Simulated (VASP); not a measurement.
The system is MgO.

```
CELL_PARAMETERS angstrom
5.64058 0.00000 0.00000
0.00000 5.64058 0.00000
0.00000 0.00000 5.64058
ATOMIC_POSITIONS crystal
Mg 0.25000 0.00000 0.50000
Mg 0.00000 0.50000 0.25000
Mg 0.50000 0.75000 0.00000
Mg 0.75000 0.00000 0.50000
Mg 0.00000 0.50000 0.75000
Mg 0.50000 0.25000 0.00000
O 0.25000 0.50000 0.00000
O 0.50000 0.00000 0.25000
O 0.00000 0.75000 0.50000
O 0.75000 0.50000 0.00000
O 0.50000 0.00000 0.75000
O 0.00000 0.25000 0.50000
```

| Property | Result |
| --- | --- |
| Program | VASP 6.6.1 |
| Task | relaxation of cell and atoms |
| Functional | PBEsol |
| Potentials or basis | VASP PAW PBE potentials, release 64 (Mg, O) |
| Cutoff | 600 eV |
| k mesh | 4 × 4 × 4 |
| Occupations | gaussian, width 0.02 eV |
| Spin | no spin polarisation |

At the start: pressure -2.8 GPa; volume 14.96 Å³/atom.

How do energy, volume and symmetry change on relaxing?

Over 3 steps the energy falls by 4.0 meV/atom and the volume is 14.51 Å³/atom (-3.0 %); space group Pm-3n (No. 223, to 0.05 Å).

Step by step:
```tsv
step	energy change (eV)	largest force (eV/Å)	pressure (GPa)	volume (Å³)
1	0.0000	0.0000	-2.81	179.46
2	-0.0450	0.0000	0.79	172.73
3	-0.0484	0.0000	0.00	174.09
```

Final structure:
```xyz
12
Lattice="5.5837 0.0000 0.0000 0.0000 5.5837 0.0000 0.0000 0.0000 5.5837" Properties=species:S:1:pos:R:3 pbc="T T T"
Mg    1.3959    0.0000    2.7919
Mg    0.0000    2.7919    1.3959
Mg    2.7919    4.1878    0.0000
Mg    4.1878    0.0000    2.7919
Mg    0.0000    2.7919    4.1878
Mg    2.7919    1.3959    0.0000
O     1.3959    2.7919    0.0000
O     2.7919    0.0000    1.3959
O     0.0000    4.1878    2.7919
O     4.1878    2.7919    0.0000
O     2.7919    0.0000    4.1878
O     0.0000    1.3959    2.7919
```

Caveat: the PAW data sets were made with another functional, which shifts forces and pressure a little.
